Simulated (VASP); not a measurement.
A run of VASP 6.6.1 is set up as follows.

File POSCAR:

```
AgI
1.0
    4.6741261156      0.0000000000      0.0000000000
   -2.3370630578      4.0479119566      0.0000000000
    0.0000000000      0.0000000000      7.5520425119
Ag I
2 2
Direct
    0.3333333333      0.6666666667     -0.0015743733
    0.6666666667      0.3333333333      0.4984256267
    0.3333333333      0.6666666667      0.3765743733
    0.6666666667      0.3333333333      0.8765743733
```

INCAR.step1

```
  PREC = Accurate
  ENCUT = 400
  EDIFF = 1E-5
  ISMEAR = 0
  SIGMA = 0.01
  LREAL = F
  LASPH = T
  NELM = 120
  ALGO = Normal
  ISIF = 2
  LWAVE = T
  LCHARG = F
  GGA = PE
  NBANDS = 26
  GGA_COMPAT = F
  KPAR = 4
```

File INCAR.step2:

```
  PREC = Accurate
  ENCUT = 400
  EDIFF = 1E-6
  ISMEAR = 0
  SIGMA = 0.01
  LREAL = F
  LASPH = T
  NELM = 120
  ALGO = Normal
  ISIF = 2
  LWAVE = F
  LCHARG = F
  GGA = PE
  LHFCALC = T
  HFSCREEN = 0.2079
  PRECFOCK = Normal
  ISTART = 1
  NBANDS = 26
  GGA_COMPAT = F
  KPAR = 4
```

File KPOINTS:

```
regular mesh
0
Gamma
  6 6 2
```

Potentials or basis: VASP PAW PBE potentials, release 64 (Ag, I).

Command:

```console
$ cat potpaw_PBE.64/Ag/POTCAR potpaw_PBE.64/I/POTCAR > POTCAR
$ cp INCAR.step1 INCAR
$ mpirun -np 4 vasp_std > vasp.out
$ cp INCAR.step2 INCAR
$ mpirun -np 4 vasp_std > vasp.out
```

(1) What does it give for the pressure?

(2) Predict the band gap on the k mesh.

Answers

(1) 0.2 GPa.

(2) 2.51 eV.

Caveat: the cell differs from its parent crystal (epitaxial xy strain +0.5%); the PAW data sets were made with another functional, which shifts forces and pressure a little; spin-orbit coupling is left out, which moves the levels of the heavy elements.
